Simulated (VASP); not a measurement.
# RbCl (Fm-3m) in VASP: a series of runs, part 2 of 2

VASP 6.6.1. The steps go on from the part before.

## (3) Single point, PBE (volume changed by -10%)

Input file INCAR:

```
PREC = Accurate ; ENCUT = 500
EDIFF = 1E-6 ; ISMEAR = 0
SIGMA = 0.01 ; LREAL = F
LASPH = T ; NELM = 120
ALGO = Normal ; ISIF = 2
LWAVE = F ; LCHARG = F
GGA = PE ; NBANDS = 15
GGA_COMPAT = F
```

Input file KPOINTS:

```
Automatic mesh
0
Gamma
  4 4 4
```

Input file POSCAR:

```
RbCl
1.0
    0.0000000000      3.1916437661      3.1916437661
    3.1916437661      0.0000000000      3.1916437661
    3.1916437661      3.1916437661      0.0000000000
Rb Cl
1 1
Direct
    0.0000000000      0.0000000000      0.0000000000
    0.5000000000      0.5000000000      0.5000000000
```

Potentials or basis: VASP PAW PBE potentials, release 64 (Rb_sv, Cl).

On the command line:

```sh
$ cat potpaw_PBE.64/Rb_sv/POTCAR potpaw_PBE.64/Cl/POTCAR > POTCAR
$ mpirun -np 1 vasp_std > vasp.out
```

OUTCAR:

```text
PREC = Accurate
   ENCUT = 500
   EDIFF = 1E-6
   ISMEAR = 0
   LREAL = F
   LASPH = T
   NELM = 120
   ISIF = 2
   GGA = PE

 ion  position               nearest neighbor table
   1  0.000  0.000  0.000-   2 3.19   2 3.19   2 3.19   2 3.19   2 3.19   2 3.19
   2  0.500  0.500  0.500-   1 3.19   1 3.19   1 3.19   1 3.19   1 3.19   1 3.19

  LATTYP: Found a face centered cubic cell.
 ALAT       =     6.3832875322

  Lattice vectors:

 A1 = (   0.0000000000,   3.1916437661,   3.1916437661)
 A2 = (   3.1916437661,   0.0000000000,   3.1916437661)
 A3 = (   3.1916437661,   3.1916437661,   0.0000000000)

Analysis of symmetry for initial positions (statically):
=====================================================================
 Subroutine PRICEL returns:
 Original cell was already a primitive cell.

 Routine SETGRP: Setting up the symmetry group for a
 face centered cubic supercell.

 Subroutine GETGRP returns: Found 48 space group operations
 (whereof 48 operations were pure point group operations)
 out of a pool of 48 trial point group operations.

The static configuration has the point symmetry O_h .

Analysis of symmetry for dynamics (positions and initial velocities):
=====================================================================
 Subroutine PRICEL returns:
 Original cell was already a primitive cell.

 Routine SETGRP: Setting up the symmetry group for a
 face centered cubic supercell.

 Subroutine GETGRP returns: Found 48 space group operations
 (whereof 48 operations were pure point group operations)
 out of a pool of 48 trial point group operations.

The dynamic configuration has the point symmetry O_h .

 Subroutine INISYM returns: Found 48 space group operations
 (whereof 48 operations are pure point group operations),
 and found     1 'primitive' translations

----------------------------------------------------------------------------------------

[... 104 lines left out ...]
   LEPSILON=     F    determine dielectric tensor
   LRPA    =     F    only Hartree local field effects (RPA)
 non-spin polarized calculation
 Gauss-broadening in eV      SIGMA  =   0.01
  energy-cutoff  :      500.00
  volume of cell :       65.02
 maximum number of plane-waves:      1676
 NGX is ok and might be reduce to    36
   NGX = 17   NGY = 17   NGZ = 17

 number of electron      15.9999998 magnetization

 Free energy of the ion-electron system (eV)
  ---------------------------------------------------
  ext. energy  EPLUGINS =         0.00000000
  ---------------------------------------------------
  free energy    TOTEN  =        -6.59233059 eV

  energy without entropy =       -6.59233059  energy(sigma->0) =       -6.59233059

 E-fermi :  -1.4346     XC(G=0):  -7.7289

 val. band max:       -1.5070225828   @ k =   0.0000   0.0000   0.0000
 cond. band min:       3.7981187750   @ k =   0.0000   0.0000   0.0000
 fundamental gap:      5.3051413578
 Fermi energy:        -1.4346074996

 k-point     1 :       0.0000    0.0000    0.0000
  band No.  band energies     occupation
      1     -25.2260      2.00000
      2     -13.5952      2.00000
      3      -9.2730      2.00000
      4      -9.2730      2.00000
      5      -9.2730      2.00000
      6      -1.5070      2.00000
      7      -1.5070      2.00000
      8      -1.5070      2.00000
      9       3.7981      0.00000
     10       6.5302      0.00000
     11       6.5302      0.00000
     12       6.5302      0.00000
     13       7.5755      0.00000
     14       7.5755      0.00000
[... 113 lines left out ...]
      2     -13.5880      2.00000
      3      -9.5259      2.00000
      4      -9.5259      2.00000
      5      -9.2471      2.00000
      6      -2.0410      2.00000
      7      -1.7365      2.00000
      8      -1.7365      2.00000
      9       6.2855      0.00000
     10       6.2855      0.00000
     11       8.2759      0.00000
     12       8.2967      0.00000
     13      10.5813      0.00000
     14      10.7012      0.00000
     15      11.3265      0.00000

------------------------ aborting loop because EDIFF is reached ----------------------------------------

  FORCE on cell =-STRESS in cart. coord.  units (eV):
  Direction    XX          YY          ZZ          XY          YZ          ZX
  --------------------------------------------------------------------------------------
  -------------------------------------------------------------------------------------
  Total        1.2027809      1.2027809      1.2027809      0.0000000      0.0000000     -0.0000000
  in kB       29.6362929     29.6362929     29.6362929      0.0000000      0.0000000     -0.0000000
  external PRESSURE =      29.6362929 kB  Pullay stress =       0.0000000 kB

 VOLUME and BASIS-vectors are now :
 -----------------------------------------------------------------------------
  energy-cutoff  :      500.00
  volume of cell :       65.02
      direct lattice vectors                 reciprocal lattice vectors
     0.000000000  3.191643766  3.191643766    -0.156659087  0.156659087  0.156659087
     3.191643766  0.000000000  3.191643766     0.156659087 -0.156659087  0.156659087
     3.191643766  3.191643766  0.000000000     0.156659087  0.156659087 -0.156659087

 POSITION                                       TOTAL-FORCE (eV/Angst)
 -----------------------------------------------------------------------------------
      0.00000      0.00000      0.00000         0.000000      0.000000     -0.000000
      3.19164      3.19164      3.19164        -0.000000     -0.000000      0.000000
 -----------------------------------------------------------------------------------
    total drift:                                0.000000      0.000000      0.000000

  FREE ENERGIE OF THE ION-ELECTRON SYSTEM (eV)
  ---------------------------------------------------
  free  energy   TOTEN  =        -6.5923305916 eV

  energy  without entropy=       -6.5923305916  energy(sigma->0) =       -6.59233059
```

OSZICAR:

```text
N       E                     dE             d eps       ncg     rms          rms(c)
DAV:   1     0.753462983452E+02    0.75346E+02   -0.64959E+03   240   0.886E+02
DAV:   2    -0.165424564150E+01   -0.77001E+02   -0.70736E+02   357   0.169E+02
DAV:   3    -0.679137763816E+01   -0.51371E+01   -0.51139E+01   311   0.438E+01
DAV:   4    -0.693051363040E+01   -0.13914E+00   -0.13911E+00   373   0.702E+00
DAV:   5    -0.693119362954E+01   -0.68000E-03   -0.67999E-03   325   0.510E-01    0.370E+00
DAV:   6    -0.659658262032E+01    0.33461E+00   -0.47362E-01   303   0.353E+00    0.286E+00
DAV:   7    -0.657784387644E+01    0.18739E-01   -0.12439E-01   324   0.192E+00    0.160E+00
DAV:   8    -0.659073706159E+01   -0.12893E-01   -0.14941E-02   301   0.771E-01    0.143E-01
DAV:   9    -0.659172384175E+01   -0.98678E-03   -0.10778E-03   317   0.184E-01    0.101E-01
DAV:  10    -0.659230856465E+01   -0.58472E-03   -0.56718E-04   254   0.144E-01    0.161E-02
DAV:  11    -0.659232360259E+01   -0.15038E-04   -0.21751E-05   318   0.289E-02    0.657E-03
DAV:  12    -0.659233046929E+01   -0.68667E-05   -0.10143E-05   261   0.211E-02    0.178E-03
DAV:  13    -0.659233059160E+01   -0.12231E-06   -0.14946E-07   267   0.254E-03
   1 F= -.65923306E+01 E0= -.65923306E+01  d E =-.444822E-26
```

stdout:

```text
POSCAR found type information on POSCAR RbCl
 POSCAR found :  2 types and       2 ions
 scaLAPACK will be used
 LDA part: xc-table for (Slater+PW92), standard interpolation
 POSCAR, INCAR and KPOINTS ok, starting setup
 FFT: planning ... GRIDC
 FFT: planning ... GRID_SOFT
 FFT: planning ... GRID
 WAVECAR not read
 entering main loop
```

It took 22 s on 1 thread of Intel Xeon 8259CL, shared host; peak memory 0.2 GiB.

What came out:

```
Free energy            : -6.5923 eV
Pressure               : 3.0 GPa
Band gap on the k mesh : 5.31 eV, direct
```

Caveat: the k points lie up to 0.43 Å⁻¹ apart.

## (4) Single point, PBE (volume changed by +5%)

Input file INCAR:

```
SYSTEM = RbCl
ALGO     = Normal         ! electronic algorithm
EDIFF    = 1E-6           ! SCF threshold, eV
ENCUT    = 500            ! plane-wave cutoff, eV
GGA      = PE             ! functional
GGA_COMPAT= .FALSE.      
ISIF     = 2              ! what is computed and relaxed
ISMEAR   = 0              ! smearing method
LASPH    = .TRUE.         ! aspherical terms in the spheres
LCHARG   = .FALSE.        ! write CHGCAR
LREAL    = .FALSE.        ! projectors in reciprocal space
LWAVE    = .FALSE.        ! write WAVECAR
NBANDS   = 15             ! bands
NELM     = 120            ! most SCF steps
PREC     = Accurate       ! precision mode
SIGMA    = 0.01           ! smearing width, eV
```

Input file KPOINTS:

```
k-points
0
G
  4 4 4
  0 0 0
```

Input file POSCAR:

```
RbCl
1.0
    0.0000000000      3.3599282890      3.3599282890
    3.3599282890      0.0000000000      3.3599282890
    3.3599282890      3.3599282890      0.0000000000
Rb Cl
1 1
Direct
    0.0000000000      0.0000000000      0.0000000000
    0.5000000000      0.5000000000      0.5000000000
```

Potentials or basis: VASP PAW PBE potentials, release 64 (Rb_sv, Cl).

On the command line:

```sh
$ cat potpaw_PBE.64/Rb_sv/POTCAR potpaw_PBE.64/Cl/POTCAR > POTCAR
$ mpirun -np 1 vasp_std > vasp.out
```

OUTCAR:

```text
SYSTEM = RbCl
   EDIFF = 1E-6
   ENCUT = 500
   GGA = PE
   ISIF = 2
   ISMEAR = 0
   LASPH = .TRUE.
   LREAL = .FALSE.
   NELM = 120
   PREC = Accurate

 ion  position               nearest neighbor table
   1  0.000  0.000  0.000-   2 3.36   2 3.36   2 3.36   2 3.36   2 3.36   2 3.36
   2  0.500  0.500  0.500-   1 3.36   1 3.36   1 3.36   1 3.36   1 3.36   1 3.36

  LATTYP: Found a face centered cubic cell.
 ALAT       =     6.7198565780

  Lattice vectors:

 A1 = (   0.0000000000,   3.3599282890,   3.3599282890)
 A2 = (   3.3599282890,   0.0000000000,   3.3599282890)
 A3 = (   3.3599282890,   3.3599282890,   0.0000000000)

Analysis of symmetry for initial positions (statically):
=====================================================================
 Subroutine PRICEL returns:
 Original cell was already a primitive cell.

 Routine SETGRP: Setting up the symmetry group for a
 face centered cubic supercell.

 Subroutine GETGRP returns: Found 48 space group operations
 (whereof 48 operations were pure point group operations)
 out of a pool of 48 trial point group operations.

The static configuration has the point symmetry O_h .

Analysis of symmetry for dynamics (positions and initial velocities):
=====================================================================
 Subroutine PRICEL returns:
 Original cell was already a primitive cell.

 Routine SETGRP: Setting up the symmetry group for a
 face centered cubic supercell.

 Subroutine GETGRP returns: Found 48 space group operations
 (whereof 48 operations were pure point group operations)
 out of a pool of 48 trial point group operations.

The dynamic configuration has the point symmetry O_h .

 Subroutine INISYM returns: Found 48 space group operations
 (whereof 48 operations are pure point group operations),
 and found     1 'primitive' translations

[... 105 lines left out ...]
   IVDW    =     0    specifies the selected vdW correction
   LEPSILON=     F    determine dielectric tensor
   LRPA    =     F    only Hartree local field effects (RPA)
 non-spin polarized calculation
 Gauss-broadening in eV      SIGMA  =   0.01
  energy-cutoff  :      500.00
  volume of cell :       75.86
 maximum number of plane-waves:      1964
 NGX is ok and might be reduce to    36
   NGX = 17   NGY = 17   NGZ = 17

 number of electron      15.9999999 magnetization

 Free energy of the ion-electron system (eV)
  ---------------------------------------------------
  ext. energy  EPLUGINS =         0.00000000
  ---------------------------------------------------
  free energy    TOTEN  =        -6.67556420 eV

  energy without entropy =       -6.67556420  energy(sigma->0) =       -6.67556420

 E-fermi :  -1.9886     XC(G=0):  -7.1037

 val. band max:       -2.0999526151   @ k =   0.0000   0.0000   0.0000
 cond. band min:       2.7035636298   @ k =   0.0000   0.0000   0.0000
 fundamental gap:      4.8035162449
 Fermi energy:        -1.9885745053

 k-point     1 :       0.0000    0.0000    0.0000
  band No.  band energies     occupation
      1     -26.1762      2.00000
      2     -14.0452      2.00000
      3     -10.2250      2.00000
      4     -10.2250      2.00000
      5     -10.2250      2.00000
      6      -2.1000      2.00000
      7      -2.1000      2.00000
      8      -2.1000      2.00000
      9       2.7036      0.00000
     10       5.8444      0.00000
     11       5.8444      0.00000
     12       5.8444      0.00000
     13       6.7883      0.00000
     14       6.7883      0.00000
[... 113 lines left out ...]
      2     -14.0280      2.00000
      3     -10.3659      2.00000
      4     -10.3659      2.00000
      5     -10.2192      2.00000
      6      -2.4875      2.00000
      7      -2.3371      2.00000
      8      -2.3371      2.00000
      9       5.4756      0.00000
     10       5.4756      0.00000
     11       6.9387      0.00000
     12       6.9765      0.00000
     13       9.0748      0.00000
     14       9.3658      0.00000
     15       9.8410      0.00000

------------------------ aborting loop because EDIFF is reached ----------------------------------------

  FORCE on cell =-STRESS in cart. coord.  units (eV):
  Direction    XX          YY          ZZ          XY          YZ          ZX
  --------------------------------------------------------------------------------------
  -------------------------------------------------------------------------------------
  Total       -0.0659677     -0.0659677     -0.0659677      0.0000000      0.0000000      0.0000000
  in kB       -1.3932263     -1.3932263     -1.3932263      0.0000000      0.0000000      0.0000000
  external PRESSURE =      -1.3932263 kB  Pullay stress =       0.0000000 kB

 VOLUME and BASIS-vectors are now :
 -----------------------------------------------------------------------------
  energy-cutoff  :      500.00
  volume of cell :       75.86
      direct lattice vectors                 reciprocal lattice vectors
     0.000000000  3.359928289  3.359928289    -0.148812700  0.148812700  0.148812700
     3.359928289  0.000000000  3.359928289     0.148812700 -0.148812700  0.148812700
     3.359928289  3.359928289  0.000000000     0.148812700  0.148812700 -0.148812700

 POSITION                                       TOTAL-FORCE (eV/Angst)
 -----------------------------------------------------------------------------------
      0.00000      0.00000      0.00000         0.000000      0.000000     -0.000000
      3.35993      3.35993      3.35993         0.000000      0.000000      0.000000
 -----------------------------------------------------------------------------------
    total drift:                                0.000000      0.000000      0.000000

  FREE ENERGIE OF THE ION-ELECTRON SYSTEM (eV)
  ---------------------------------------------------
  free  energy   TOTEN  =        -6.6755642045 eV

  energy  without entropy=       -6.6755642045  energy(sigma->0) =       -6.67556420
```

stdout:

```text
POSCAR found type information on POSCAR RbCl
 POSCAR found :  2 types and       2 ions
 scaLAPACK will be used
 LDA part: xc-table for (Slater+PW92), standard interpolation
 POSCAR, INCAR and KPOINTS ok, starting setup
 FFT: planning ... GRIDC
 FFT: planning ... GRID_SOFT
 FFT: planning ... GRID
 WAVECAR not read
 entering main loop
```

It took 21 s on 1 thread of Intel Xeon 8259CL, shared host; peak memory 0.2 GiB.

What came out:

```
Free energy            : -6.6756 eV
Pressure               : -0.1 GPa
Band gap on the k mesh : 4.80 eV, direct
```

## (5) Single point, PBE (volume changed by +10%)

Input file INCAR:

```
PREC = Accurate
ENCUT = 500
EDIFF = 1E-6
ISMEAR = 0
SIGMA = 0.01
LREAL = False
LASPH = True
NELM = 120
ALGO = Normal
ISIF = 2
LWAVE = False
LCHARG = False
GGA = PE
NBANDS = 15
GGA_COMPAT = False
```

Input file KPOINTS:

```
Automatic mesh
0
Gamma
  4 4 4
```

Input file POSCAR:

```
RbCl
1.0
    0.0000000000      3.4124356496      3.4124356496
    3.4124356496      0.0000000000      3.4124356496
    3.4124356496      3.4124356496      0.0000000000
Rb Cl
1 1
Direct
    0.0000000000      0.0000000000      0.0000000000
    0.5000000000      0.5000000000      0.5000000000
```

On the command line:

```sh
$ cat potpaw_PBE.64/Rb_sv/POTCAR potpaw_PBE.64/Cl/POTCAR > POTCAR
$ mpirun -np 1 vasp_std > vasp.out
```

Wall time 25 s (1 thread of Intel Xeon 8259CL, shared host); peak memory 0.2 GiB.

The run converged. Its results:

* Free energy: -6.6666 eV
* Pressure: -0.7 GPa
* Band gap on the k mesh: 4.67 eV, direct

Levels at points of the mesh, in eV from the valence-band top:
| k point | band 4 | band 5 | band 6 | band 7 | band 8 | band 9 | band 10 | band 11 | band 12 | band 13 |
| --- | --- | --- | --- | --- | --- | --- | --- | --- | --- | --- |
| (0.00, 0.00, 0.00) | -8.25 | -8.25 | 0.00 | 0.00 | 0.00 | 4.67 | 7.90 | 7.90 | 7.90 | 8.81 |
| (0.50, 0.00, 0.00) | -8.26 | -8.24 | -0.71 | -0.26 | -0.26 | 7.38 | 7.56 | 9.75 | 9.75 | 10.96 |
| (0.50, 0.50, 0.00) | -8.31 | -8.31 | -0.32 | -0.11 | -0.11 | 6.25 | 7.58 | 9.11 | 9.81 | 9.89 |

## (6) Summary

| cell | gap on the mesh (eV) | pressure (GPa) |
| --- | --- | --- |
| a = 4.596 Å, angles 60.0°, 2 atoms | 5.12 | 1.6 |
| a = 4.514 Å, angles 60.0°, 2 atoms | 5.31 | 3.0 |
| a = 4.752 Å, angles 60.0°, 2 atoms | 4.80 | -0.1 |
| a = 4.826 Å, angles 60.0°, 2 atoms | 4.67 | -0.7 |

Alike in all rows: task single point; level PBE; potentials or basis VASP PAW PBE potentials, release 64 (Rb_sv, Cl); no spin polarisation; k mesh 4 × 4 × 4; cutoff (eV) 500; smearing gaussian 0.01 eV.

Caveats: some runs use coarse meshes.

Absolute energies hang on the potentials; compare differences alone.
